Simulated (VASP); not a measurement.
Wanted: the native input for a VASP 6.6.1 run.

- Task: single point
- Functional: PBE
- Dispersion: D3(BJ)
- Potentials or basis: VASP PAW PBE potentials, release 64 (Ru_pv)
- Cutoff: 520 eV
- k mesh: 12 × 12 × 12
- Occupations: tetrahedron
- Spin: no spin polarisation
- Dipole correction: no
- Further INCAR settings: ALGO = Fast; EDIFF = 1e-06; NBANDS = 13

The structure of Ru lies in POSCAR:

```
Ru
1.0
    2.7082189719      0.0000000000      0.0000000000
    1.3541094860      2.3453864287      0.0000000000
    1.3541094860      0.7817954762      2.2112515310
Ru
1
Direct
    0.0000000000      0.0000000000      0.0000000000
```

The input as run:

INCAR

```
  PREC = Accurate
  ENCUT = 520
  EDIFF = 1E-6
  ISMEAR = -5
  SIGMA = 0.05
  LREAL = False
  LASPH = True
  NELM = 100
  ALGO = Fast
  ISIF = 2
  LWAVE = False
  LCHARG = True
  GGA = PE
  IVDW = 12
  LELF = True
  LVHAR = True
  NBANDS = 13
```

KPOINTS

```
regular mesh
0
Gamma
  12 12 12
```

Potentials or basis: VASP PAW PBE potentials, release 64 (Ru_pv).

Command:

```sh
$ cat potpaw_PBE.64/Ru_pv/POTCAR > POTCAR
$ mpirun -np 1 vasp_std > vasp.out
```

It gave:

```
Pressure                   : -11.8 GPa
Band gap on the k mesh     : zero (band 7 reaches 14.27 eV, above the bottom of band 8 at 11.02 eV)
Dispersion energy per atom : -0.602 eV
```

Caveat: pairwise dispersion overbinds metals, which lowers pressure and volume; tetrahedron occupations give inexact forces and stress in metals.

It took 5.6 s on 1 thread of Intel(R) Xeon(R) 6975P-C (Granite Rapids), with other jobs on the host, peak memory 0.14 GiB.
